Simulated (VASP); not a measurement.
KTaO3:

```xyz
5
Lattice="4.0244 0.0000 0.0000 0.0000 4.0244 0.0000 0.0000 0.0000 4.0244" Properties=species:S:1:pos:R:3 pbc="T T T"
K     2.0122    2.0122    2.0122
Ta    0.0000    0.0000    0.0000
O     2.0122    0.0000    0.0000
O     0.0000    2.0122    0.0000
O     0.0000    0.0000    2.0122
```

| Quantity | Value |
| --- | --- |
| Program | VASP 6.6.1 |
| Task | relaxation of cell and atoms |
| Functional | LDA |
| Potentials or basis | VASP PAW LDA potentials, release 64 (K_sv, Ta_pv, O) |
| Cutoff | 600 eV |
| k mesh | 6 × 6 × 6 |
| Occupations | fermi-dirac, width 0.02 eV |
| Spin | no spin polarisation |

At the start: pressure -9.6 GPa; volume 13.04 Å³/atom.

Question: How do energy, volume and symmetry change on relaxing?

Answer: Over 4 steps the energy falls by 19.8 meV/atom and the volume is 12.40 Å³/atom (-4.8 %); space group Pm-3m (No. 221, to 0.05 Å).

Step by step:
| step | energy change (eV) | largest force (eV/Å) | pressure (GPa) | volume (Å³) |
| --- | --- | --- | --- | --- |
| 1 | 0.0000 | 0.0000 | -9.63 | 65.18 |
| 2 | 0.0962 | 0.0000 | 16.75 | 58.06 |
| 3 | -0.0990 | 0.0000 | -0.17 | 62.08 |
| 4 | -0.0991 | 0.0000 | 0.02 | 62.02 |

Final structure:
```cif
data_structure
_symmetry_space_group_name_H-M 'P 1'
_symmetry_Int_Tables_number 1
_cell_length_a 3.9583
_cell_length_b 3.9583
_cell_length_c 3.9583
_cell_angle_alpha 90.000
_cell_angle_beta 90.000
_cell_angle_gamma 90.000
_cell_volume 62.02
loop_
_atom_site_label
_atom_site_type_symbol
_atom_site_fract_x
_atom_site_fract_y
_atom_site_fract_z
_atom_site_occupancy
K1 K 0.50000 0.50000 0.50000 1
Ta1 Ta 0.00000 0.00000 0.00000 1
O1 O 0.50000 0.00000 0.00000 1
O2 O 0.00000 0.50000 0.00000 1
O3 O 0.00000 0.00000 0.50000 1
```
